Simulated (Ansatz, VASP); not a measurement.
PtSe2 in VASP and in Ansatz

```
CELL_PARAMETERS angstrom
3.76072 0.00000 0.00000
0.00000 4.86331 0.00000
0.00000 0.00000 33.45567
ATOMIC_POSITIONS crystal
Se 0.00000 0.26068 0.22418
Se 0.00000 0.73932 0.28908
Se 0.50000 0.26068 0.32153
Se 0.50000 0.73932 0.38643
Se 0.00000 0.26068 0.41888
Se 0.00000 0.73932 0.48378
Se 0.50000 0.26068 0.51622
Se 0.50000 0.73932 0.58112
Se 0.00000 0.26068 0.61357
Se 0.00000 0.73932 0.67847
Se 0.50000 0.26068 0.71092
Se 0.50000 0.73932 0.77582
Pt 0.50000 0.00000 0.25663
Pt 0.00000 0.00000 0.35398
Pt 0.50000 0.00000 0.45133
Pt 0.00000 0.00000 0.54867
Pt 0.50000 0.00000 0.64602
Pt 0.00000 0.00000 0.74337
```

Alike in both runs: task single point; functional PBEsol; k mesh 9 × 7 × 1; occupations gaussian, width 0.1 eV; no spin polarisation.

```csv
,VASP,Ansatz
version,VASP 6.6.1,Ansatz 0.2.0
potentials or method,"VASP PAW PBE potentials, release 64 (Se, Pt), cutoff 520 eV","scalar-relativistic, plane waves, PAW"
valence electrons in the cell,132,300
```

Ansatz gave:

| Item | Value |
| --- | --- |
| gap on the k mesh at the Fermi level (eV) | none |
| rms of the force components (eV/Å) | 0.328 |

Task: What did VASP give for the same quantities?

Result: gap on the k mesh at the Fermi level (eV): none; rms of the force components (eV/Å): 0.327.

VASP's potentials were made for PBE, not for PBEsol. A gap of «none» marks a metal or a gap that the smearing closes. The functional is the same, so the differences come from potentials, cutoffs and numerics. VASP's potentials hold 132 valence electrons a cell and Ansatz's 300, so a difference there can come from the potentials and not from the codes. Ansatz's warnings: xc potential rough in thin density.

Neither program's run includes spin-orbit coupling.
